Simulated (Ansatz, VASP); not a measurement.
# One calculation of LiH, two programs

```
CELL_PARAMETERS angstrom
2.50166 0.00000 0.00000
0.00000 2.50166 0.00000
0.00000 0.00000 2.64400
ATOMIC_POSITIONS crystal
Li 0.00000 0.00000 0.00000
H 0.50000 0.50000 0.50000
```

Change from the starting cell: uniaxial_z strain +5.7%.

Alike in both runs: task single point; functional r2SCAN; k mesh 10 × 10 × 10; no spin polarisation.

|  | VASP | Ansatz |
| --- | --- | --- |
| version | VASP 6.6.1 | Ansatz 0.2.0 |
| potentials or method | VASP PAW PBE potentials, release 64 (Li_sv, H) | plane waves, PAW |
| plane-wave cutoff (eV) | 520 | 500 |
| occupations | gaussian, width 0.01 eV | fixed |
| valence electrons in the cell | 4 | 4 |

```tsv
	VASP	Ansatz	Ansatz less VASP
gap on the k mesh at the Fermi level (eV)	0.85	0.69	-0.159
```

VASP's potentials were made for PBE, not for r2SCAN.

Noted on VASP's run: the cutoff is under 1.25 times that of the potentials, so the pressure is a little rough.
